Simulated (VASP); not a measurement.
YHg, 2 atoms in the cell. It takes space group Pm-3m (No. 221, cubic). Conventional cell: a = 3.705 Å, b = 3.705 Å, c = 3.705 Å, α = 90.00°, β = 90.00°, γ = 90.00°. Y (site symmetry m-3m) has 8 Hg at 3.21 Å and 6 Y at 3.70 Å within 4.2 Å. Within 4.2 Å of Hg (site symmetry m-3m) lie 8 Y at 3.21 Å and 6 Hg at 3.70 Å. 

```yaml
Program: VASP 6.6.1
Task: single point
Functional: r2SCAN
Potentials_or_basis: VASP PAW PBE potentials, release 64 (Y_sv, Hg)
Cutoff: 520 eV
k_mesh: 12 × 12 × 12
Occupations: gaussian, width 0.1 eV
Spin: no spin polarisation
Dipole_correction: no
Further_INCAR_settings: ALGO = Normal; EDIFF = 1e-06; NBANDS = 18
```

Potentials or basis: VASP PAW PBE potentials, release 64 (Y_sv, Hg).

Run with:

```sh
$ cat potpaw_PBE.64/Y_sv/POTCAR potpaw_PBE.64/Hg/POTCAR > POTCAR
$ cp INCAR.step1 INCAR
$ mpirun -np 1 vasp_std > vasp.out
$ cp INCAR.step2 INCAR
$ mpirun -np 1 vasp_std > vasp.out
```

Hardware: 1 thread of Intel(R) Xeon(R) Platinum 8488C (Sapphire Rapids), on a shared host.

**Question.** How long does it take, and how much memory?

**Answer.** Wall time 2.9 min on 1 thread of Intel(R) Xeon(R) Platinum 8488C (Sapphire Rapids), on a shared host, peak memory 0.24 GiB. Counts: k points 84.
